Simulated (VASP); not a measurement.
A run of VASP 6.6.1 is set up as follows.

File INCAR:

```
SYSTEM = BP
  ALGO = Normal
  EDIFF = 1E-6
  ENCUT = 500
  GGA = PE
  GGA_COMPAT = .FALSE.
  ISIF = 2
  ISMEAR = 0
  IVDW = 12
  LASPH = .TRUE.
  LCHARG = .TRUE.
  LELF = .TRUE.
  LREAL = .FALSE.
  LVHAR = .TRUE.
  LWAVE = .FALSE.
  NBANDS = 11
  NELM = 120
  PREC = Accurate
  SIGMA = 0.05
```

KPOINTS

```
k-points
0
G
  10 10 10
  0 0 0
```

File POSCAR:

```
BP
1.0
    0.0000000000      2.3651179367      2.2741518622
    2.2741518622      0.0000000000      2.2741518622
    2.2741518622      2.3651179367      0.0000000000
B P
1 1
Direct
    0.0000000000      0.0000000000      0.0000000000
    0.7500000000      0.7500000000      0.7500000000
```

Potentials or basis: VASP PAW PBE potentials, release 64 (B, P).

Launch:

```bash
$ cat potpaw_PBE.64/B/POTCAR potpaw_PBE.64/P/POTCAR > POTCAR
$ mpirun -np 1 vasp_std > vasp.out
```

(1) Predict the dispersion energy per atom.

(2) Predict the band gap on the k mesh.

(3) Estimate the pressure.

## Answers

(1) -0.309 eV.

(2) 1.01 eV, indirect (least direct gap 3.14 eV).

(3) -10.1 GPa.

Caveat: three body term missing.
